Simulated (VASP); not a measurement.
# TmGa3Hg3As2N4 (Pmm2) in VASP: single point with PBE

Aim: the single point of TmGa3Hg3As2N4 with PBE.

Program: VASP 6.6.1. These are calculated values, not measurements. Logs are shortened: lines on timing, memory, paths and dates and some standing lists are left out, and cuts for length are marked.

### 1 The cell of the first run

Symmetry: Pmm2, No. 25, orthorhombic system. The conventional cell has a = 3.079 Å, b = 4.112 Å, c = 22.846 Å, α = 90.00°, β = 90.00°, γ = 90.00°. Within 2.8 Å of Tm (site symmetry mm2) lie 4 N at 2.09 to 2.25 Å. Within 3.4 Å of Ga (site symmetry mm2) lie 3 Ga at 2.61 to 3.08 Å and 4 N at 2.91 to 2.95 Å and 1 Tm at 2.99 Å. Within 2.8 Å of Ga (site symmetry mm2) lie 2 N at 2.11 Å and 1 Ga at 2.61 Å and 1 Hg at 2.72 Å. Within 3.4 Å of Ga (site symmetry mm2) lie 4 As at 2.57 to 2.80 Å and 2 Ga at 3.08 Å. Within 3.6 Å of Hg (site symmetry mm2) lie 1 Ga at 2.72 Å and 3 Hg at 2.84 to 3.08 Å. Within 3.1 Å of Hg (site symmetry mm2) lie 2 N at 2.36 Å and 3 Hg at 2.84 to 3.08 Å. Within 4.0 Å of Hg (site symmetry mm2) lie 1 Tm at 3.06 Å and 2 Hg at 3.08 Å and 2 As at 3.10 Å and 2 N at 3.39 Å and 1 Ga at 3.87 Å. Within 2.3 Å of As (site symmetry mm2) lie 1 N at 1.72 Å.

### 2 Single point, PBE

Input file INCAR:

```
SYSTEM = TmGa3Hg3As2N4
PREC = Accurate
ENCUT = 520
EDIFF = 1E-6
ISMEAR = 0
SIGMA = 0.15
LREAL = .FALSE.
LASPH = .TRUE.
NELM = 100
ALGO = Normal
ISIF = 2
LWAVE = .FALSE.
LCHARG = .FALSE.
GGA = PE
NBANDS = 76
```

Input file KPOINTS:

```
regular mesh
0
G
  5 3 1
  0 0 0
```

Input file POSCAR:

```
TmGa3Hg3As2N4
1.0
    3.0794532332      0.0000000000      0.0000000000
    0.0000000000      4.1123319221      0.0000000000
    0.0000000000      0.0000000000     22.8459411943
Tm Ga Hg As N
1 3 3 2 4
Direct
    0.0000000000      0.0000000000      0.0309060743
    0.0000000000      0.0000000000      0.1616089217
    0.0000000000      0.0000000000      0.2757508898
    0.0000000000      0.0000000000      0.7278452776
    0.0000000000      0.0000000000      0.3946848553
    0.0000000000      0.0000000000      0.5192051320
    0.0000000000      0.0000000000      0.8970536701
    0.0000000000      0.5000000000      0.6446562268
    0.0000000000      0.5000000000      0.7953585445
    0.0000000000      0.5000000000      0.0712291493
    0.0000000000      0.5000000000      0.2541617341
    0.0000000000      0.5000000000      0.5694768264
    0.0000000000      0.5000000000      1.0152055580
```

Potentials or basis: VASP PAW PBE potentials, release 64 (Tm, Ga_d, Hg, As, N).

The run is started by

```console
$ cat potpaw_PBE.64/Tm/POTCAR potpaw_PBE.64/Ga_d/POTCAR potpaw_PBE.64/Hg/POTCAR potpaw_PBE.64/As/POTCAR potpaw_PBE.64/N/POTCAR > POTCAR
$ mpirun -np 1 vasp_std > vasp.out
```

OUTCAR:

```text
SYSTEM = TmGa3Hg3As2N4
   PREC = Accurate
   ENCUT = 520
   EDIFF = 1E-6
   ISMEAR = 0
   LREAL = .FALSE.
   LASPH = .TRUE.
   NELM = 100
   ISIF = 2
   GGA = PE

 ion  position               nearest neighbor table
   1  0.000  0.000  0.031-  13 2.09  13 2.09  10 2.25  10 2.25   2 2.99   7 3.06
   2  0.000  0.000  0.162-   3 2.61   1 2.99
   3  0.000  0.000  0.276-  11 2.11  11 2.11   2 2.61   5 2.72
   4  0.000  0.000  0.728-   9 2.57   9 2.57   8 2.80   8 2.80
   5  0.000  0.000  0.395-   3 2.72   6 2.84
   6  0.000  0.000  0.519-  12 2.36  12 2.36   5 2.84
   7  0.000  0.000  0.897-   1 3.06   9 3.10   9 3.10
   8  0.000  0.500  0.645-  12 1.72   4 2.80   4 2.80
   9  0.000  0.500  0.795-   4 2.57   4 2.57   7 3.10   7 3.10
  10  0.000  0.500  0.071-  13 1.28   1 2.25   1 2.25
  11  0.000  0.500  0.254-   3 2.11   3 2.11
  12  0.000  0.500  0.569-   8 1.72   6 2.36   6 2.36
  13  0.000  0.500  0.015-  10 1.28   1 2.09   1 2.09

  LATTYP: Found a simple orthorhombic cell.
 ALAT       =     3.0794532332
 B/A-ratio  =     1.3354097662
 C/A-ratio  =     7.4188303781

  Lattice vectors:

 A1 = (   3.0794532332,   0.0000000000,   0.0000000000)
 A2 = (   0.0000000000,   4.1123319221,   0.0000000000)
 A3 = (   0.0000000000,   0.0000000000,  22.8459411943)

Analysis of symmetry for initial positions (statically):
=====================================================================
 Subroutine PRICEL returns:
 Original cell was already a primitive cell.

 Routine SETGRP: Setting up the symmetry group for a
 simple orthorhombic supercell.

 Subroutine GETGRP returns: Found  4 space group operations
 (whereof  4 operations were pure point group operations)
 out of a pool of  8 trial point group operations.

The static configuration has the point symmetry C_2v.

Analysis of symmetry for dynamics (positions and initial velocities):
=====================================================================
 Subroutine PRICEL returns:
 Original cell was already a primitive cell.

 Routine SETGRP: Setting up the symmetry group for a
 simple orthorhombic supercell.

 Subroutine GETGRP returns: Found  4 space group operations
 (whereof  4 operations were pure point group operations)
 out of a pool of  8 trial point group operations.

The dynamic configuration has the point symmetry C_2v.

 Subroutine INISYM returns: Found  4 space group operations
 (whereof  4 operations are pure point group operations),
 and found     1 'primitive' translations

----------------------------------------------------------------------------------------

                                     Primitive cell

  volume of cell :     289.3149

  direct lattice vectors                    reciprocal lattice vectors
     3.079453233  0.000000000  0.000000000     0.324732972  0.000000000  0.000000000
     0.000000000  4.112331922  0.000000000     0.000000000  0.243171033  0.000000000
     0.000000000  0.000000000 22.845941194     0.000000000  0.000000000  0.043771451

  length of vectors
     3.079453233  4.112331922 22.845941194     0.324732972  0.243171033  0.043771451

  position of ions in fractional coordinates (direct lattice)
     0.000000000  0.000000000  0.030906074
     0.000000000  0.000000000  0.161608922
     0.000000000  0.000000000  0.275750890
     0.000000000  0.000000000  0.727845278
     0.000000000  0.000000000  0.394684855
     0.000000000  0.000000000  0.519205132
     0.000000000  0.000000000  0.897053670
     0.000000000  0.500000000  0.644656227
     0.000000000  0.500000000  0.795358544
     0.000000000  0.500000000  0.071229149
     0.000000000  0.500000000  0.254161734
     0.000000000  0.500000000  0.569476826
     0.000000000  0.500000000  0.015205558

  ion indices of the primitive-cell ions
   primitive index   ion index
                 1           1
                 2           2
                 3           3
                 4           4
                 5           5
                 6           6
                 7           7
                 8           8
                 9           9
                10          10
                11          11
                12          12
                13          13

----------------------------------------------------------------------------------------

 KPOINTS: regular mesh

Automatic generation of k-mesh.
 Grid dimensions read from file:
 generate k-points for:    5    3    1

 Generating k-lattice:

  Cartesian coordinates                     Fractional coordinates (reciprocal lattice)
     0.064946594  0.000000000  0.000000000     0.200000000  0.000000000  0.000000000
     0.000000000  0.081057011  0.000000000     0.000000000  0.333333333  0.000000000
     0.000000000  0.000000000  0.043771451     0.000000000  0.000000000  1.000000000

  Length of vectors
     0.064946594  0.081057011  0.043771451

  Shift w.r.t. Gamma in fractional coordinates (k-lattice)
     0.000000000  0.000000000  0.000000000

 Subroutine IBZKPT returns following result:
 ===========================================

 Found      6 irreducible k-points:

 Following reciprocal coordinates:
            Coordinates               Weight
  0.000000  0.000000  0.000000      1.000000
  0.200000  0.000000  0.000000      2.000000
  0.400000  0.000000  0.000000      2.000000
  0.000000  0.333333  0.000000      2.000000
  0.200000  0.333333  0.000000      4.000000
  0.400000  0.333333  0.000000      4.000000
   k-points           NKPTS =      6   k-points in BZ     NKDIM =      6   number of bands    NBANDS=     76
   number of dos      NEDOS =    301   number of ions     NIONS =     13
   total plane-waves  NPLWV = 138240
   dimension x,y,z NGX =    24 NGY =   32 NGZ =  180
   dimension x,y,z NGXF=    48 NGYF=   64 NGZF=  360
   ions per type =               1   3   3   2   4
   NGX,Y,Z   is equivalent  to a cutoff of  12.96, 12.94, 13.10 a.u.
   NGXF,Y,Z  is equivalent  to a cutoff of  25.91, 25.87, 26.20 a.u.
 SYSTEM =  TmGa3Hg3As2N4
   PREC   = accura    normal or accurate (medium, high low for compatibility)
   ISTART =      0    job   : 0-new  1-cont  2-samecut
   ICHARG =      2    charge: 1-file 2-atom 10-const
   ISPIN  =      1    spin polarized calculation?
   LNONCOLLINEAR =      F non collinear calculations
   LSORBIT =      F    spin-orbit coupling
   LASPH  =      T    aspherical Exc in radial PAW
   ENCUT  =  520.0 eV  38.22 Ry    6.18 a.u.   5.73  7.65 42.48*2*pi/ulx,y,z
   NELM   =    100;   NELMIN=  2; NELMDL= -5     # of ELM steps
   EDIFF  = 0.1E-05   stopping-criterion for ELM
   LREAL  =      F    real-space projection
   EDIFFG = 0.1E-04   stopping-criterion for IOM
   NSW    =      0    number of steps for IOM
   IBRION =     -1    ionic relax: 0-MD 1-quasi-New 2-CG
   NFREE  =      0    steps in history (QN), initial steepest desc. (CG)
   ISIF   =      2    stress and relaxation
   ISYM   =      2    0-nonsym 1-usesym 2-fastsym
   POTIM  = 0.5000    time-step for ionic-motion
   TEBEG  =    0.0;   TEEND  =   0.0 temperature during run
   PSTRESS=    0.0 pullay stress
   NELECT =     128.0000    total number of electrons
   NUPDOWN=      -1.0000    fix difference up-down
   EMIN   =  10.00;   EMAX   =-10.00  energy-range for DOS
   EFERMI =   0.00;   METHOD = LEGACY
   ISMEAR =     0;   SIGMA  =   0.15  broadening in eV -4-tet -1-fermi 0-gaus
   EFERMI_NEDOS =   21; number of points for ismear=-14 and -15
   IALGO  =     38    algorithm
   IMIX   =      4    mixing-type and parameters
     AMIX     =   0.40;   BMIX     =  1.00
     AMIX_MAG =   1.60;   BMIX_MAG =  1.00
  volume/ion in A,a.u.               =      22.25       150.18
  Fermi-wavevector in a.u.,A,eV,Ry     =   1.247444  2.357328 21.172266  1.556118
  Thomas-Fermi vector in A             =   2.381576
   LORBIT       =      0    0 simple, 1 ext, 2 COOP (PROOUT), +10 PAW based schemes
   GGA     = PE    functional components
   LHFCALC =     F    Hartree Fock is set to
   AEXX    =    0.0000 exact exchange contribution
   IVDW    =     0    specifies the selected vdW correction
   LEPSILON=     F    determine dielectric tensor
   LRPA    =     F    only Hartree local field effects (RPA)
 non-spin polarized calculation
 Gauss-broadening in eV      SIGMA  =   0.15
  energy-cutoff  :      520.00
  volume of cell :      289.31
 maximum number of plane-waves:      7861
 NGX is ok and might be reduce to    24
   NGX = 11   NGY = 15   NGZ = 85

 number of electron     127.9999997 magnetization

 Free energy of the ion-electron system (eV)
  ---------------------------------------------------
  ext. energy  EPLUGINS =         0.00000000
  ---------------------------------------------------
  free energy    TOTEN  =       -48.56463902 eV

  energy without entropy =      -48.44620174  energy(sigma->0) =      -48.50542038

 E-fermi :   2.1844     XC(G=0):  -9.3966

 val. band max:        2.1632266759   @ k =   0.0000   0.0000   0.0000
 cond. band min:       2.2393416131   @ k =   0.4000   0.0000   0.0000
 fundamental gap:      0.0761149372
 Fermi energy:         2.1843510997

 k-point     1 :       0.0000    0.0000    0.0000
  band No.  band energies     occupation
      1     -47.3965      2.00000
      2     -21.3942      2.00000
      3     -20.8119      2.00000
      4     -20.3346      2.00000
      5     -19.2767      2.00000
      6     -13.5261      2.00000
[... 68 lines left out ...]
     75       6.4463      0.00000
     76       6.4808      0.00000
[... 393 lines left out ...]
     75       5.1184      0.00000
     76       5.5923      0.00000

------------------------ aborting loop because EDIFF is reached ----------------------------------------

  FORCE on cell =-STRESS in cart. coord.  units (eV):
  Direction    XX          YY          ZZ          XY          YZ          ZX
  --------------------------------------------------------------------------------------
  -------------------------------------------------------------------------------------
  Total        0.5534085      1.5127157     -0.0864039      0.0000000      0.0000000      0.0000000
  in kB        3.0646831      8.3771650     -0.4784903      0.0000000      0.0000000      0.0000000
  external PRESSURE =       3.6544526 kB  Pullay stress =       0.0000000 kB

 VOLUME and BASIS-vectors are now :
 -----------------------------------------------------------------------------
  energy-cutoff  :      520.00
  volume of cell :      289.31
      direct lattice vectors                 reciprocal lattice vectors
     3.079453233  0.000000000  0.000000000     0.324732972  0.000000000  0.000000000
     0.000000000  4.112331922  0.000000000     0.000000000  0.243171033  0.000000000
     0.000000000  0.000000000 22.845941194     0.000000000  0.000000000  0.043771451

 POSITION                                       TOTAL-FORCE (eV/Angst)
 -----------------------------------------------------------------------------------
      0.00000      0.00000      0.70608         0.000000      0.000000      1.113671
      0.00000      0.00000      3.69211         0.000000      0.000000      0.009713
      0.00000      0.00000      6.29979         0.000000      0.000000      0.066853
      0.00000      0.00000     16.62831         0.000000      0.000000      0.047699
      0.00000      0.00000      9.01695         0.000000      0.000000      0.000396
      0.00000      0.00000     11.86173         0.000000      0.000000     -0.002178
      0.00000      0.00000     20.49404         0.000000      0.000000     -0.081446
      0.00000      2.05617     14.72778         0.000000      0.000000      0.291262
      0.00000      2.05617     18.17071         0.000000      0.000000     -0.033378
      0.00000      2.05617      1.62730         0.000000      0.000000     -1.482256
      0.00000      2.05617      5.80656         0.000000      0.000000     -0.211150
      0.00000      2.05617     13.01023         0.000000      0.000000     -0.316014
      0.00000      2.05617      0.34739         0.000000      0.000000      0.596828
 -----------------------------------------------------------------------------------
    total drift:                               -0.000000      0.000000     -0.001119

  FREE ENERGIE OF THE ION-ELECTRON SYSTEM (eV)
  ---------------------------------------------------
  free  energy   TOTEN  =       -48.5646390215 eV

  energy  without entropy=      -48.4462017389  energy(sigma->0) =      -48.50542038
```

Wall time 24 min (1 thread of Intel Xeon Platinum 8259CL at 2.50GHz (Skylake/Cascade Lake), shared host); peak memory 0.46 GiB.

What came out:

* Free energy: -48.5646 eV
* Pressure: 0.4 GPa
* Largest force: 1.482 eV/Å
* Band gap on the k mesh: zero (band 64 reaches 2.30 eV, above the bottom of band 65 at 2.12 eV)

Forces on the atoms (eV/Å):
```
Tm   0.000  0.000  1.114
Ga   0.000  0.000  0.010
Ga   0.000  0.000  0.067
Ga   0.000  0.000  0.048
Hg   0.000  0.000  0.000
Hg   0.000  0.000 -0.002
Hg   0.000  0.000 -0.081
As   0.000  0.000  0.291
As   0.000  0.000 -0.033
N    0.000  0.000 -1.482
N    0.000  0.000 -0.211
N    0.000  0.000 -0.316
N    0.000  0.000  0.597
```

Stress tensor (GPa, compression positive):
```
 0.31  0.00  0.00
 0.00  0.84  0.00
 0.00  0.00 -0.05
```

Caveat: the k points lie up to 0.51 Å⁻¹ apart; spin-orbit coupling is left out, which moves the levels of the heavy elements; the run has no spin polarisation, though such a crystal can be magnetic; without U or exact exchange the open f shell lies at the Fermi level, which spoils levels, moments and volumes; forces of over 1 eV/Å act on the atoms, so gaps and moduli don't describe the material at rest.
